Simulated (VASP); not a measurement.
Input of a VASP 6.6.1 run:

Contents of INCAR:

```
PREC     = Accurate       # precision mode
ENCUT    = 520            # plane-wave cutoff, eV
EDIFF    = 1E-6           # SCF threshold, eV
ISMEAR   = 0              # smearing method
SIGMA    = 0.1            # smearing width, eV
LREAL    = False          # projectors in reciprocal space
LASPH    = True           # aspherical terms in the spheres
NELM     = 100            # most SCF steps
ALGO     = Fast           # electronic algorithm
ISIF     = 2              # what is computed and relaxed
LWAVE    = False          # write WAVECAR
LCHARG   = False          # write CHGCAR
GGA      = PE             # functional
NBANDS   = 12             # bands
```

KPOINTS

```
Automatic mesh
0
Gamma
  18 18 18
```

File POSCAR:

```
In
1.0
   -1.7498151603      1.7498151603      2.4694725260
    1.7498151603     -1.7498151603      2.4694725260
    1.7498151603      1.7498151603     -2.4694725260
In
1
Direct
    0.0000000000      0.0000000000      0.0000000000
```

Potentials or basis: VASP PAW PBE potentials, release 64 (In_d).

Launch:

```bash
$ cat potpaw_PBE.64/In_d/POTCAR > POTCAR
$ mpirun -np 1 vasp_std > vasp.out
```

Q: Predict the band gap on the k mesh.

A: Zero (an odd number of electrons rules out a gap without spin polarisation).

Q: What does it give for the pressure?

A: -2.7 GPa.

Caveat: spin-orbit coupling is left out, which moves the levels of the heavy elements.
